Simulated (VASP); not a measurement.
Wanted: the native input for a VASP 6.6.1 run.

```yaml
Task: single point
Functional: PBE
Potentials_or_basis: VASP PAW PBE potentials, release 64 (Al, Ga_d, C, N)
Cutoff: 520 eV
k_mesh: 4 × 4 × 6
Occupations: gaussian, width 0.1 eV
Spin: no spin polarisation
Dipole_correction: no
Further_INCAR_settings: ALGO = Normal; EDIFF = 1e-07; NBANDS = 37
```

The structure of AlGaC4N4 lies in POSCAR:

```
AlGaC4N4
1.0
    4.1198375623     -5.3707782957      0.0000000000
    4.1198375623      5.3707782957      0.0000000000
    0.0000000000      0.0000000000      3.0991216761
Al Ga C N
1 1 4 4
Direct
    0.0000000000      0.0000000000      0.0000000000
    0.5000000000      0.5000000000      0.0000000000
    0.1953903253      0.8046096747      0.0000000000
    0.8046096747      0.1953903253      0.0000000000
    0.1833756711      0.1833756711      0.5000000000
    0.8166243289      0.8166243289      0.5000000000
    0.3037517194      0.6962482806      0.0000000000
    0.6962482806      0.3037517194      0.0000000000
    0.3314344876      0.3314344876      0.5000000000
    0.6685655124      0.6685655124      0.5000000000
```

One way to write it, as run:

INCAR

```
SYSTEM = AlGaC4N4
PREC = Accurate ; ENCUT = 520
EDIFF = 1E-7 ; ISMEAR = 0
SIGMA = 0.1 ; LREAL = .False.
LASPH = .True. ; NELM = 60
ALGO = Normal ; ISIF = 2
LWAVE = .False. ; LCHARG = .True.
GGA = PE ; LELF = .True.
LVHAR = .True. ; NBANDS = 37
```

KPOINTS

```
regular mesh
0
Gamma
  4 4 6
  0 0 0
```

Potentials or basis: VASP PAW PBE potentials, release 64 (Al, Ga_d, C, N).

Launch:

```console
$ cat potpaw_PBE.64/Al/POTCAR potpaw_PBE.64/Ga_d/POTCAR potpaw_PBE.64/C/POTCAR potpaw_PBE.64/N/POTCAR > POTCAR
$ mpirun -np 1 vasp_std > vasp.out
```

Results of the run:

The pressure is 0.5 GPa, the largest force is 0.418 eV/Å and the band gap on the k mesh is zero (bands 26 and 27 overlap by 2.64 eV).

Wall time 3 min on 1 thread of Intel Xeon 8259CL (shared host), peak memory 0.32 GiB.
